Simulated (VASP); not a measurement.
# RbNa (P6/mmm) in VASP: notebook, part 2 of 2

VASP 6.6.1.

## 4. Relaxation of cell and atoms, PBE

INCAR reads:

```
  PREC = Accurate
  ENCUT = 600
  EDIFF = 1E-6
  ISMEAR = 0
  SIGMA = 0.1
  LREAL = False
  LASPH = True
  NELM = 80
  ALGO = Normal
  ISIF = 3
  LWAVE = False
  LCHARG = False
  GGA = PE
  IBRION = 2
  NSW = 90
  EDIFFG = -0.04
```

KPOINTS reads:

```
regular mesh
0
Gamma
  3 3 4
```

POSCAR reads:

```
RbNa
1.0
    6.3250641529      0.0000000000      0.0000000000
   -3.1625320765      5.4776662370      0.0000000000
    0.0000000000      0.0000000000      5.1031767597
Rb Na
3 3
Direct
    0.5000000000      0.0000000000      0.0000000000
    0.5000000000      0.5000000000      0.0000000000
    0.0000000000      0.5000000000      0.0000000000
    0.0000000000      0.0000000000      0.0000000000
    0.3333333333      0.6666666667      0.5000000000
    0.6666666667      0.3333333333      0.5000000000
```

Potentials or basis: VASP PAW PBE potentials, release 64 (Rb_sv, Na_pv).

On the command line:

```sh
cat potpaw_PBE.64/Rb_sv/POTCAR potpaw_PBE.64/Na_pv/POTCAR > POTCAR
mpirun -np 1 vasp_std > vasp.out
```

OUTCAR:

```text
PREC = Accurate
   ENCUT = 600
   EDIFF = 1E-6
   ISMEAR = 0
   LREAL = False
   LASPH = True
   NELM = 80
   ISIF = 3
   GGA = PE
   IBRION = 2
   NSW = 90
   EDIFFG = -0.04

 ion  position               nearest neighbor table
   1  0.500  0.000  0.000-   5 3.14   6 3.14   5 3.14   6 3.14   3 3.16   3 3.16   4 3.16   4 3.16
                             2 3.16   2 3.16   2 5.48   2 5.48   3 5.48   3 5.48
   2  0.500  0.500  0.000-   5 3.14   6 3.14   5 3.14   6 3.14   4 3.16   4 3.16   3 3.16   3 3.16
                             1 3.16   1 3.16   1 5.48   1 5.48   3 5.48   3 5.48
   3  0.000  0.500  0.000-   5 3.14   6 3.14   5 3.14   6 3.14   1 3.16   1 3.16   2 3.16   2 3.16
                             4 3.16   4 3.16   2 5.48   2 5.48   1 5.48   1 5.48
   4  0.000  0.000  0.000-   2 3.16   2 3.16   1 3.16   1 3.16   3 3.16   3 3.16
   5  0.333  0.667  0.500-   3 3.14   3 3.14   1 3.14   1 3.14   2 3.14   2 3.14
   6  0.667  0.333  0.500-   3 3.14   3 3.14   1 3.14   1 3.14   2 3.14   2 3.14

  LATTYP: Found a hexagonal cell.
 ALAT       =     6.3250641529
 C/A-ratio  =     0.8068181818

  Lattice vectors:

 A1 = (   6.3250641529,   0.0000000000,   0.0000000000)
 A2 = (  -3.1625320765,   5.4776662370,   0.0000000000)
 A3 = (   0.0000000000,   0.0000000000,   5.1031767597)

Analysis of symmetry for initial positions (statically):
=====================================================================
 Subroutine PRICEL returns:
 Original cell was already a primitive cell.

 Routine SETGRP: Setting up the symmetry group for a
 hexagonal supercell.

 Subroutine GETGRP returns: Found 24 space group operations
[... 240 lines left out ...]

 E-fermi :   0.1137     XC(G=0):  -5.8618

 val. band max:        0.1114434235   @ k =   0.3333   0.0000   0.5000
 cond. band min:       0.2739566801   @ k =   0.0000   0.0000   0.5000
 fundamental gap:      0.1625132566
 Fermi energy:         0.1137153175

 k-point     1 :       0.0000    0.0000    0.0000
  band No.  band energies     occupation
      1     -28.7279      2.00000
      2     -28.6934      2.00000
      3     -28.6934      2.00000
      4     -25.0417      2.00000
      5     -25.0414      2.00000
      6     -25.0237      2.00000
[... 301 lines left out ...]
  FREE ENERGIE OF THE ION-ELECTRON SYSTEM (eV)
  ---------------------------------------------------
  free  energy   TOTEN  =        -5.0241898413 eV

  energy  without entropy=       -4.9962185351  energy(sigma->0) =       -5.01020419

[... ionic steps 4 to 7 ...]

--------------------------------------- Ionic step        8  -------------------------------------------

 number of electron      47.9999936 magnetization

------------------------ aborting loop because EDIFF is reached ----------------------------------------
[... 75 lines left out ...]
--------------------------------------- Ionic step       10  -------------------------------------------

 number of electron      48.0000024 magnetization

 Free energy of the ion-electron system (eV)
  ---------------------------------------------------
  ext. energy  EPLUGINS =         0.00000000
  ---------------------------------------------------
  free energy    TOTEN  =        -5.46931195 eV

  energy without entropy =       -5.44217077  energy(sigma->0) =       -5.45574136

 E-fermi :  -0.5889     XC(G=0):  -5.1384

 val. band max:       -0.6630019311   @ k =   0.0000   0.0000   0.2500
 cond. band min:      -0.5806500249   @ k =   0.3333   0.0000   0.5000
 fundamental gap:      0.0823519062
 Fermi energy:        -0.5888811730

 k-point     1 :       0.0000    0.0000    0.0000
  band No.  band energies     occupation
      1     -29.3745      2.00000
      2     -29.3682      2.00000
      3     -29.3682      2.00000
      4     -25.8491      2.00000
      5     -25.8468      2.00000
      6     -25.8468      2.00000
[... 301 lines left out ...]
  FREE ENERGIE OF THE ION-ELECTRON SYSTEM (eV)
  ---------------------------------------------------
  free  energy   TOTEN  =        -5.4693119544 eV

  energy  without entropy=       -5.4421707656  energy(sigma->0) =       -5.45574136

 reached required accuracy - stopping structural energy minimisation
```

CONTCAR:

```text
RbNa
   1.00000000000000
     9.2758659313278464   -0.0000000000284097    0.0000000000000000
    -4.6379329657618529    8.0331355386973708    0.0000000000000000
     0.0000000000000000   -0.0000000000000000    6.5692005439235786
  Rb              Na
     3     3
Direct
     0.5000000000000000    0.0000000000000000    1.0000000000000000
     0.5000000000000000    0.5000000000000000    1.0000000000000000
     0.0000000000000000    0.5000000000000000    1.0000000000000000
     0.0000000000000000    1.0000000000000000    1.0000000000000000
     0.3333333332999970    0.6666666667000030    0.5000000000000000
     0.6666666667000030    0.3333333332999970    0.5000000000000000

  0.00000000E+00  0.00000000E+00  0.00000000E+00
  0.00000000E+00  0.00000000E+00  0.00000000E+00
  0.00000000E+00  0.00000000E+00  0.00000000E+00
  0.00000000E+00  0.00000000E+00  0.00000000E+00
  0.00000000E+00  0.00000000E+00  0.00000000E+00
  0.00000000E+00  0.00000000E+00  0.00000000E+00
```

It took 9.1 min on 1 thread of Intel Xeon 6975P-C, shared host; peak memory 0.37 GiB.

Results:

| Item | Value |
| --- | --- |
| Free energy | -5.4693 eV |
| Relaxed volume | 81.58 Å³/atom |
| Relaxed cell | a = 9.276 Å, b = 9.276 Å, c = 6.569 Å, α = 90.00°, β = 90.00°, γ = 120.00° |
| Space group after relaxing (to 0.05 Å) | P6/mmm (No. 191) |
| Energy gained by relaxing | 1063.6 meV/atom |
| Ionic steps | 10 |
| Pressure after relaxing | 0.0 GPa |
| Band gap on the k mesh | zero (band 24 reaches -0.44 eV, above the bottom of band 25 at -0.84 eV) |

The path:
```csv
step,energy change (eV),largest force (eV/Å),pressure (GPa),volume (Å³)
1,0.0000,0.0000,13.35,176.81
2,-3.8159,0.0000,5.36,247.38
3,-5.9365,0.0000,1.29,362.88
4,-5.6534,0.0000,-1.15,691.36
5,-6.3506,0.0000,0.12,469.22
6,-6.3580,0.0000,0.02,485.03
7,-6.3579,0.0000,-0.03,493.39
8,-6.3619,0.0000,-0.03,493.11
9,-6.3717,0.0000,-0.04,492.14
10,-6.3816,0.0000,-0.05,489.50
```

Final structure:
```xyz
6
Lattice="9.2759 0.0000 0.0000 -4.6379 8.0331 0.0000 0.0000 0.0000 6.5692" Properties=species:S:1:pos:R:3 pbc="T T T"
Rb    4.6379    0.0000    6.5692
Rb    2.3190    4.0166    6.5692
Rb   -2.3190    4.0166    6.5692
Na   -4.6379    8.0331    6.5692
Na    0.0000    5.3554    3.2846
Na    4.6379    2.6777    3.2846
```

Caveat: the k points lie up to 0.26 Å⁻¹ apart in the final cell; the volume moved by over 15 % at a fixed basis, so the end points are rough.

## 5. Single point, PBE

This run uses another cell than the first one, of 81.71 Å³/atom, 2.773 times its volume.

INCAR reads:

```
SYSTEM = RbNa
PREC     = Accurate       ! precision mode
ENCUT    = 520            ! plane-wave cutoff, eV
EDIFF    = 1E-7           ! SCF threshold, eV
ISMEAR   = 0              ! smearing method
SIGMA    = 0.1            ! smearing width, eV
LREAL    = .FALSE.        ! projectors in reciprocal space
LASPH    = .TRUE.         ! aspherical terms in the spheres
NELM     = 80             ! most SCF steps
ALGO     = Fast           ! electronic algorithm
ISIF     = 2              ! what is computed and relaxed
LWAVE    = .FALSE.        ! write WAVECAR
LCHARG   = .TRUE.         ! write CHGCAR
GGA      = PE             ! functional
LELF     = .TRUE.         ! ELF
LVHAR    = .TRUE.       
NBANDS   = 33             ! bands
```

KPOINTS reads:

```
regular mesh
0
G
  6 6 6
  0 0 0
```

POSCAR: that of step 4 with these lines changed.

```diff
@@ -2,5 +2,5 @@
 1.0
-    6.3250641529      0.0000000000      0.0000000000
-   -3.1625320765      5.4776662370      0.0000000000
-    0.0000000000      0.0000000000      5.1031767597
+    9.5754097981      0.0000000000      0.0000000000
+   -4.7877048990      8.2925481368      0.0000000000
+    0.0000000000      0.0000000000      6.1744101955
 Rb Na
```

Potentials or basis: VASP PAW PBE potentials, release 64 (Rb_sv, Na_pv).

On the command line:

```sh
cat potpaw_PBE.64/Rb_sv/POTCAR potpaw_PBE.64/Na_pv/POTCAR > POTCAR
mpirun -np 1 vasp_std > vasp.out
```

OUTCAR:

```text
SYSTEM = RbNa
   PREC = Accurate
   ENCUT = 520
   EDIFF = 1E-7
   ISMEAR = 0
   LREAL = .FALSE.
   LASPH = .TRUE.
   NELM = 80
   ISIF = 2
   GGA = PE

 ion  position               nearest neighbor table
   1  0.500  0.000  0.000-   5 4.14   6 4.14   5 4.14   6 4.14   2 4.79   2 4.79   3 4.79   3 4.79

   2  0.500  0.500  0.000-   5 4.14   6 4.14   5 4.14   6 4.14   1 4.79   1 4.79   3 4.79   3 4.79

   3  0.000  0.500  0.000-   5 4.14   6 4.14   5 4.14   6 4.14   2 4.79   2 4.79   1 4.79   1 4.79

   4  0.000  0.000  0.000-
   5  0.333  0.667  0.500-   1 4.14   1 4.14   3 4.14   3 4.14   2 4.14   2 4.14
   6  0.667  0.333  0.500-   1 4.14   1 4.14   3 4.14   3 4.14   2 4.14   2 4.14

  LATTYP: Found a hexagonal cell.
 ALAT       =     9.5754097981
 C/A-ratio  =     0.6448194203

  Lattice vectors:

 A1 = (   9.5754097981,   0.0000000000,   0.0000000000)
 A2 = (  -4.7877048990,   8.2925481368,   0.0000000000)
 A3 = (   0.0000000000,   0.0000000000,   6.1744101955)

Analysis of symmetry for initial positions (statically):
=====================================================================
 Subroutine PRICEL returns:
 Original cell was already a primitive cell.

 Routine SETGRP: Setting up the symmetry group for a
 hexagonal supercell.

 Subroutine GETGRP returns: Found 24 space group operations
 (whereof 24 operations were pure point group operations)
 out of a pool of 24 trial point group operations.

The static configuration has the point symmetry D_6h.

Analysis of symmetry for dynamics (positions and initial velocities):
=====================================================================
 Subroutine PRICEL returns:
 Original cell was already a primitive cell.

 Routine SETGRP: Setting up the symmetry group for a
 hexagonal supercell.

 Subroutine GETGRP returns: Found 24 space group operations
 (whereof 24 operations were pure point group operations)
 out of a pool of 24 trial point group operations.

The dynamic configuration has the point symmetry D_6h.

 Subroutine INISYM returns: Found 24 space group operations
 (whereof 24 operations are pure point group operations),
 and found     1 'primitive' translations

----------------------------------------------------------------------------------------

                                     Primitive cell

  volume of cell :     490.2762

  direct lattice vectors                    reciprocal lattice vectors
     9.575409798  0.000000000  0.000000000     0.104434173  0.060295098  0.000000000
    -4.787704899  8.292548137  0.000000000     0.000000000  0.120590195  0.000000000
     0.000000000  0.000000000  6.174410196     0.000000000  0.000000000  0.161958789

  length of vectors
     9.575409798  9.575409798  6.174410196     0.120590195  0.120590195  0.161958789

  position of ions in fractional coordinates (direct lattice)
     0.500000000  0.000000000  0.000000000
     0.500000000  0.500000000  0.000000000
     0.000000000  0.500000000  0.000000000
     0.000000000  0.000000000  0.000000000
     0.333333333  0.666666667  0.500000000
     0.666666667  0.333333333  0.500000000

[... 26 lines left out ...]

  Shift w.r.t. Gamma in fractional coordinates (k-lattice)
     0.000000000  0.000000000  0.000000000

 Subroutine IBZKPT returns following result:
 ===========================================

 Found     28 irreducible k-points:

 Following reciprocal coordinates:
            Coordinates               Weight
  0.000000  0.000000  0.000000      1.000000
  0.166667  0.000000  0.000000      6.000000
  0.333333 -0.000000  0.000000      6.000000
  0.500000  0.000000  0.000000      3.000000
  0.166667  0.166667  0.000000      6.000000
  0.333333  0.166667  0.000000     12.000000
[... 16 lines left out ...]
  0.166667  0.000000  0.500000      6.000000
  0.333333 -0.000000  0.500000      6.000000
 [... further k-points ...]
   k-points           NKPTS =     28   k-points in BZ     NKDIM =     28   number of bands    NBANDS=     33
   number of dos      NEDOS =    301   number of ions     NIONS =      6
   total plane-waves  NPLWV = 248832
   dimension x,y,z NGX =    72 NGY =   72 NGZ =   48
   dimension x,y,z NGXF=   144 NGYF=  144 NGZF=   96
   ions per type =               3   3
   NGX,Y,Z   is equivalent  to a cutoff of  12.50, 12.50, 12.92 a.u.
   NGXF,Y,Z  is equivalent  to a cutoff of  25.00, 25.00, 25.85 a.u.
 SYSTEM =  RbNa
   PREC   = accura    normal or accurate (medium, high low for compatibility)
   ISTART =      0    job   : 0-new  1-cont  2-samecut
   ICHARG =      2    charge: 1-file 2-atom 10-const
   ISPIN  =      1    spin polarized calculation?
   LNONCOLLINEAR =      F non collinear calculations
   LSORBIT =      F    spin-orbit coupling
   LASPH  =      T    aspherical Exc in radial PAW
   ENCUT  =  520.0 eV  38.22 Ry    6.18 a.u.  17.80 17.80 11.48*2*pi/ulx,y,z
   NELM   =     80;   NELMIN=  2; NELMDL= -5     # of ELM steps
   EDIFF  = 0.1E-06   stopping-criterion for ELM
   LREAL  =      F    real-space projection
   EDIFFG = 0.1E-05   stopping-criterion for IOM
   NSW    =      0    number of steps for IOM
   IBRION =     -1    ionic relax: 0-MD 1-quasi-New 2-CG
   NFREE  =      0    steps in history (QN), initial steepest desc. (CG)
   ISIF   =      2    stress and relaxation
   ISYM   =      2    0-nonsym 1-usesym 2-fastsym
   POTIM  = 0.5000    time-step for ionic-motion
   TEBEG  =    0.0;   TEEND  =   0.0 temperature during run
   PSTRESS=    0.0 pullay stress
   NELECT =      48.0000    total number of electrons
   NUPDOWN=      -1.0000    fix difference up-down
   EMIN   =  10.00;   EMAX   =-10.00  energy-range for DOS
   EFERMI =   0.00;   METHOD = LEGACY
   ISMEAR =     0;   SIGMA  =   0.10  broadening in eV -4-tet -1-fermi 0-gaus
   EFERMI_NEDOS =   21; number of points for ismear=-14 and -15
   IALGO  =     68    algorithm
   IMIX   =      4    mixing-type and parameters
     AMIX     =   0.40;   BMIX     =  1.00
     AMIX_MAG =   1.60;   BMIX_MAG =  1.00
  volume/ion in A,a.u.               =      81.71       551.42
  Fermi-wavevector in a.u.,A,eV,Ry     =   0.754527  1.425850  7.745953  0.569311
  Thomas-Fermi vector in A             =   1.852215
   LORBIT       =      0    0 simple, 1 ext, 2 COOP (PROOUT), +10 PAW based schemes
   GGA     = PE    functional components
   LHFCALC =     F    Hartree Fock is set to
   AEXX    =    0.0000 exact exchange contribution
   IVDW    =     0    specifies the selected vdW correction
   LEPSILON=     F    determine dielectric tensor
   LRPA    =     F    only Hartree local field effects (RPA)
 non-spin polarized calculation
 RMM-DIIS sequential band-by-band and
 Gauss-broadening in eV      SIGMA  =   0.10
  energy-cutoff  :      520.00
  volume of cell :      490.28
 maximum number of plane-waves:     13252
 NGX is ok and might be reduce to    72
   NGX = 35   NGY = 35   NGZ = 23

 number of electron      48.0000019 magnetization

 Free energy of the ion-electron system (eV)
  ---------------------------------------------------
  ext. energy  EPLUGINS =         0.00000000
  ---------------------------------------------------
  free energy    TOTEN  =        -5.59109624 eV

  energy without entropy =       -5.57368450  energy(sigma->0) =       -5.58239037

 E-fermi :  -0.6006     XC(G=0):  -5.1449

 val. band max:       -0.6026168298   @ k =   0.0000   0.0000   0.0000
 cond. band min:      -0.5745247073   @ k =   0.1667   0.0000   0.5000
 fundamental gap:      0.0280921225
 Fermi energy:        -0.6006489718

 k-point     1 :       0.0000    0.0000    0.0000
  band No.  band energies     occupation
      1     -29.3618      2.00000
      2     -29.3577      2.00000
      3     -29.3577      2.00000
      4     -25.9824      2.00000
      5     -25.9815      2.00000
      6     -25.9815      2.00000
[... 853 lines left out ...]
     32       1.5660      0.00000
     33       1.7756      0.00000

 [... further k-points ...]
[... 5 lines left out ...]
  --------------------------------------------------------------------------------------
  -------------------------------------------------------------------------------------
  Total       -0.0311297     -0.0311297     -0.0268703     -0.0000000      0.0000000     -0.0000000
  in kB       -0.1017289     -0.1017289     -0.0878098     -0.0000000      0.0000000     -0.0000000
  external PRESSURE =      -0.0970892 kB  Pullay stress =       0.0000000 kB

 VOLUME and BASIS-vectors are now :
 -----------------------------------------------------------------------------
  energy-cutoff  :      520.00
  volume of cell :      490.28
      direct lattice vectors                 reciprocal lattice vectors
     9.575409798  0.000000000  0.000000000     0.104434173  0.060295098  0.000000000
    -4.787704899  8.292548137  0.000000000     0.000000000  0.120590195  0.000000000
     0.000000000  0.000000000  6.174410196     0.000000000  0.000000000  0.161958789

 POSITION                                       TOTAL-FORCE (eV/Angst)
 -----------------------------------------------------------------------------------
      4.78770      0.00000      0.00000         0.000000      0.000000      0.000000
      2.39385      4.14627      0.00000         0.000000      0.000000      0.000000
     -2.39385      4.14627      0.00000         0.000000      0.000000      0.000000
      0.00000      0.00000      0.00000         0.000000      0.000000      0.000000
     -0.00000      5.52837      3.08721        -0.000000     -0.000000      0.000000
      4.78770      2.76418      3.08721         0.000000      0.000000      0.000000
 -----------------------------------------------------------------------------------
    total drift:                                0.000000      0.000000      0.000000

  FREE ENERGIE OF THE ION-ELECTRON SYSTEM (eV)
  ---------------------------------------------------
  free  energy   TOTEN  =        -5.5910962450 eV

  energy  without entropy=       -5.5736844969  energy(sigma->0) =       -5.58239037
```

Wall time 17 min (1 thread of Intel Xeon 6975P-C, shared host); peak memory 0.76 GiB.

Results:

* Free energy: -5.5911 eV
* Pressure: 0.0 GPa
* Band gap on the k mesh: zero (band 24 reaches -0.51 eV, above the bottom of band 25 at -0.87 eV)

## 6. Summary

| task | cell | k mesh | cutoff (eV) | gap on the mesh (eV) | pressure (GPa) |
| --- | --- | --- | --- | --- | --- |
| single point | a = 6.325, b = 6.325, c = 5.103 Å, angles 90.0, 90.0, 120.0°, 6 atoms | 3 × 3 × 4 | 520 | none | 13.4 |
| single point | a = 9.040, b = 9.040, c = 6.713 Å, angles 90.0, 90.0, 120.0°, 6 atoms | 3 × 3 × 4 | 520 | none | 0.1 |
| relaxation of cell and atoms | relaxed from a = 6.325, b = 6.325, c = 5.103 Å, angles 90.0, 90.0, 120.0°, 6 atoms | 3 × 3 × 4 | 600 | none | 0.0 |
| single point | a = 9.575, b = 9.575, c = 6.174 Å, angles 90.0, 90.0, 120.0°, 6 atoms | 6 × 6 × 6 | 520 | none | 0.0 |

Alike in all rows: level PBE; potentials or basis VASP PAW PBE potentials, release 64 (Rb_sv, Na_pv); no spin polarisation; smearing gaussian 0.1 eV.

Caveats: some runs use coarse meshes; the volume moved by over 15 % at a fixed basis, so the end points are rough (some runs).

Total energies depend on the potentials used, so only differences within one code and one set of settings carry meaning.
